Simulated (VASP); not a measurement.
# In4Sb (Cmmm) in VASP: a series of runs, part 2 of 2

VASP 6.6.1. Earlier steps stand in the parts before.

### 3 Single point, PBE

This run uses another cell than the first one, of 30.79 Å³/atom.

The input, INCAR:

```
SYSTEM = In4Sb
ALGO     = Fast           ! electronic algorithm
EDIFF    = 1E-6           ! SCF threshold, eV
ENCUT    = 520            ! plane-wave cutoff, eV
GGA      = PE             ! functional
ISIF     = 2              ! what is computed and relaxed
ISMEAR   = 0              ! smearing method
LASPH    = .TRUE.         ! aspherical terms in the spheres
LCHARG   = .TRUE.         ! write CHGCAR
LELF     = .TRUE.         ! ELF
LREAL    = .FALSE.        ! projectors in reciprocal space
LVHAR    = .TRUE.       
LWAVE    = .FALSE.        ! write WAVECAR
NBANDS   = 36             ! bands
NELM     = 60             ! most SCF steps
PREC     = Accurate       ! precision mode
SIGMA    = 0.1            ! smearing width, eV
```

The input, KPOINTS:

```
k-points
0
G
  4 4 6
  0 0 0
```

The input, POSCAR:

```
In4Sb
1.0
    4.4889381440     -5.3401685389      0.0000000000
    4.4889381440      5.3401685389      0.0000000000
    0.0000000000      0.0000000000      3.2113134943
In Sb
4 1
Direct
    0.1686181072      0.1686181072      0.5000000000
    0.8313818928      0.8313818928      0.5000000000
    0.0000000000      0.5000000000      0.0000000000
    0.5000000000      0.0000000000      0.0000000000
    0.5000000000      0.5000000000      0.0000000000
```

Potentials or basis: VASP PAW PBE potentials, release 64 (In_d, Sb).

Command:

```console
> cat potpaw_PBE.64/In_d/POTCAR potpaw_PBE.64/Sb/POTCAR > POTCAR
> mpirun -np 1 vasp_std > vasp.out
```

It took 98 s on 1 thread of Intel Xeon 6975P-C (Granite Rapids), shared host; peak memory 0.33 GiB.

The run converged. Its results:

```yaml
Free_energy: -13.8313 eV
Pressure: -0.1 GPa
Largest_force: 0.016 eV/Å
Band_gap_on_the_k_mesh: zero (an odd number of electrons rules out a gap without spin polarisation)
```

Forces on the atoms (eV/Å):
```
In   0.016  0.000  0.000
In  -0.016  0.000  0.000
In   0.000  0.000  0.000
In   0.000  0.000  0.000
Sb   0.000  0.000  0.000
```

Stress tensor (GPa, compression positive):
```
-0.03  0.00  0.00
 0.00 -0.39  0.00
 0.00  0.00  0.06
```

Levels at points of the mesh, in eV from the Fermi level:
```tsv
k point	band 25	band 26	band 27	band 28	band 29	band 30	band 31	band 32
(0.00, 0.00, 0.00)	-3.81	-3.35	-2.56	-1.46	0.05	3.38	3.54	3.88
(0.50, 0.00, 0.00)	-4.53	-3.59	-1.51	0.19	0.42	0.60	3.19	3.64
(0.50, 0.50, 0.00)	-2.49	-1.66	-0.98	-0.87	-0.69	0.54	1.40	2.85
(0.00, 0.00, 0.50)	-2.81	-2.63	-2.37	-1.76	-1.14	0.14	0.26	1.25
(0.50, 0.00, 0.50)	-3.02	-2.00	-1.97	-1.03	-0.48	-0.39	0.19	0.94
(0.50, 0.50, 0.50)	-3.59	-3.13	-2.45	-2.37	0.60	1.35	1.68	2.33
```

Caveat: spin-orbit coupling is left out, which moves the levels of the heavy elements.

### 4 Single point, PBE

This run uses another cell than the first one, of 26.77 Å³/atom.

The input, INCAR:

```
PREC = Accurate
ENCUT = 520
EDIFF = 1E-7
ISMEAR = 0
SIGMA = 0.1
LREAL = False
LASPH = True
NELM = 100
ALGO = Fast
ISIF = 2
LWAVE = False
LCHARG = False
GGA = PE
NBANDS = 36
```

The input, KPOINTS:

```
regular mesh
0
Gamma
  4 4 4
```

The input, POSCAR:

```
In4Sb
1.0
    4.0828648900     -4.2587552500      0.0000000000
    4.0828648900      4.2587552500      0.0000000000
    0.0000000000      0.0000000000      3.8488038400
In Sb
4 1
Direct
    0.1741673900      0.1741673900      0.5000000000
    0.8258326100      0.8258326100      0.5000000000
    0.0000000000      0.5000000000      0.0000000000
    0.5000000000      0.0000000000      0.0000000000
    0.5000000000      0.5000000000      0.0000000000
```

Command:

```console
> cat potpaw_PBE.64/In_d/POTCAR potpaw_PBE.64/Sb/POTCAR > POTCAR
> mpirun -np 1 vasp_std > vasp.out
```

Run time: 75 s. Hardware: 1 thread of Intel Xeon 6975P-C (Granite Rapids), shared host; peak memory 0.29 GiB.

It converged, with:

```yaml
Free_energy: -13.2407 eV
Pressure: 7.2 GPa
Largest_force: 0.030 eV/Å
Band_gap_on_the_k_mesh: zero (an odd number of electrons rules out a gap without spin polarisation)
```

Forces on the atoms (eV/Å):
```
In  -0.030  0.000  0.000
In   0.030  0.000  0.000
In   0.000  0.000  0.000
In   0.000  0.000  0.000
Sb   0.000  0.000  0.000
```

Stress tensor (GPa, compression positive):
```
7.39 0.00 0.00
0.00 8.37 0.00
0.00 0.00 5.98
```

Levels at points of the mesh, in eV from the Fermi level:
```
           k point  band 27  band 28  band 29  band 30  band 31  band 32
(0.00, 0.00, 0.00)    -1.25    -1.09    -0.48     1.03     3.19     3.86
(0.50, 0.00, 0.00)    -0.25     0.16     1.42     1.75     3.29     3.67
(0.50, 0.50, 0.00)     0.41     0.50     0.59     1.45     1.90     2.25
(0.00, 0.00, 0.50)    -2.95    -2.89    -2.09     0.81     1.50     1.71
(0.50, 0.00, 0.50)    -1.40    -1.00    -0.53    -0.29    -0.27     0.61
(0.50, 0.50, 0.50)    -3.19    -3.16     1.73     2.21     2.61     3.13
```

Caveat: the k points lie up to 0.41 Å⁻¹ apart, too coarse for converged energies and pressures of a metal; spin-orbit coupling is left out, which moves the levels of the heavy elements.

### 5 Relaxation of cell and atoms, PBE

This run uses another cell than the first one, of 26.77 Å³/atom.

The input, INCAR:

```
PREC = Accurate
ENCUT = 600
EDIFF = 1E-6
ISMEAR = 0
SIGMA = 0.1
LREAL = False
LASPH = True
NELM = 80
ALGO = Fast
ISIF = 3
LWAVE = False
LCHARG = False
GGA = PE
IBRION = 2
NSW = 90
EDIFFG = -0.04
```

The input, KPOINTS:

```
Automatic mesh
0
Gamma
  4 4 4
```

POSCAR is that of step 4.

Command:

```console
> cat potpaw_PBE.64/In_d/POTCAR potpaw_PBE.64/Sb/POTCAR > POTCAR
> mpirun -np 1 vasp_std > vasp.out
```

It took 17 min on 1 thread of Intel Xeon 6975P-C (Granite Rapids), shared host; peak memory 0.34 GiB.

Results (log left out):

```yaml
Free_energy: -13.9569 eV
Relaxed_volume: 30.58 Å³/atom
Relaxed_cell: a = 6.930 Å, b = 6.930 Å, c = 3.288 Å, α = 90.00°, β = 90.00°, γ = 104.48°
Space_group_after_relaxing_to_0.1_Å: Cmmm (No. 65)
Energy_gained_by_relaxing: 143.2 meV/atom
Ionic_steps: 21
Pressure_after_relaxing: 0.0 GPa
Largest_force_after_relaxing: 0.009 eV/Å
Band_gap_on_the_k_mesh: zero (an odd number of electrons rules out a gap without spin polarisation)
```

Forces on the atoms (eV/Å):
```
In  -0.009  0.000  0.000
In   0.009  0.000  0.000
In   0.000  0.000  0.000
In   0.000  0.000  0.000
Sb   0.000  0.000  0.000
```

Stress tensor (GPa, compression positive):
```
 0.10  0.00  0.00
 0.00 -0.19  0.00
 0.00  0.00  0.02
```

The path:
```tsv
step	energy change (eV)	largest force (eV/Å)	pressure (GPa)	volume (Å³)
1	0.0000	0.0308	7.19	133.85
2	-0.4130	0.1283	-0.79	158.47
3	-0.4215	0.1065	-1.90	154.90
4	-0.4020	0.0790	1.07	150.04
5	-0.4137	0.0910	0.51	151.90
6	-0.4191	0.1011	0.31	153.44
7	-0.4204	0.1055	0.37	154.17
8	-0.4346	0.0446	0.08	154.25
9	-0.4812	0.0540	-0.07	154.40
10	-0.5060	0.1029	-0.02	154.28
11	-0.5302	0.0671	0.05	154.25
12	-0.5922	0.1058	-0.06	153.75
13	-0.5935	0.1237	-0.01	153.58
14	-0.6081	0.0682	0.08	153.49
15	-0.7087	0.0944	-0.01	152.76
16	-0.1492	0.5436	3.44	149.31
17	-0.7125	0.1060	0.07	152.62
18	-0.7127	0.1156	0.09	152.57
19	-0.7147	0.0486	-0.07	153.17
20	-0.7148	0.0372	-0.07	153.27
21	-0.7160	0.0092	-0.02	152.90
```

Final structure:
```xyz
5
Lattice="4.2438 -5.4785 0.0000 4.2438 5.4785 0.0000 0.0000 0.0000 3.2882" Properties=species:S:1:pos:R:3 pbc="T T T"
In    1.5307    0.0000    1.6441
In    6.9568    0.0000    1.6441
In    2.1219    2.7392    0.0000
In    2.1219   -2.7392    0.0000
Sb    4.2438    0.0000    0.0000
```

Levels at points of the mesh, in eV from the Fermi level:
```csv
k point,band 25,band 26,band 27,band 28,band 29,band 30,band 31,band 32
"(0.00, 0.00, 0.00)",-3.85,-3.41,-2.37,-0.70,0.66,3.37,3.62,3.88
"(0.50, 0.00, 0.00)",-4.23,-3.34,-1.25,0.34,0.35,0.55,3.53,3.56
"(0.50, 0.50, 0.00)",-2.74,-1.60,-0.63,-0.41,0.04,0.77,2.16,2.88
"(0.00, 0.00, 0.50)",-2.82,-2.64,-2.64,-1.57,-1.27,0.05,0.17,1.39
"(0.50, 0.00, 0.50)",-2.98,-2.26,-1.60,-0.97,-0.39,-0.22,0.61,0.84
"(0.50, 0.50, 0.50)",-3.61,-2.85,-2.36,-2.23,0.22,1.44,1.52,2.19
```

Caveat: the k points lie up to 0.48 Å⁻¹ apart in the final cell, too coarse for converged energies and pressures of a metal; a cell axis changed by over 15 % at a fixed basis, so the end point is rough; spin-orbit coupling is left out, which moves the levels of the heavy elements.

### 6 Summary

| task | cell | k mesh | cutoff (eV) | gap on the mesh (eV) | pressure (GPa) | largest force (eV/Å) |
| --- | --- | --- | --- | --- | --- | --- |
| single point | a = 6.923, b = 6.923, c = 3.284 Å, angles 90.0, 90.0, 102.9°, 5 atoms, atomic positions A | 4 × 4 × 4 | 520 | none | -0.1 | 0.01 |
| single point | a = 6.976, b = 6.976, c = 3.211 Å, angles 90.0, 90.0, 99.9°, 5 atoms, atomic positions B | 4 × 4 × 6 | 520 | none | -0.1 | 0.02 |
| single point | a = 5.900, b = 5.900, c = 3.849 Å, angles 90.0, 90.0, 92.4°, 5 atoms, atomic positions C | 4 × 4 × 4 | 520 | none | 7.2 | 0.03 |
| relaxation of cell and atoms | relaxed from a = 5.900, b = 5.900, c = 3.849 Å, angles 90.0, 90.0, 92.4°, 5 atoms, atomic positions C | 4 × 4 × 4 | 600 | none | 0.0 | 0.01 |

Alike in all rows: level PBE; potentials or basis VASP PAW PBE potentials, release 64 (In_d, Sb); no spin polarisation; smearing gaussian 0.1 eV.

Caveats: some runs use coarse meshes; spin-orbit coupling is left out, which moves the levels of the heavy elements; a cell axis changed by over 15 % at a fixed basis, so the end point is rough (at least some runs).

Absolute energies hang on the potentials; compare differences alone.
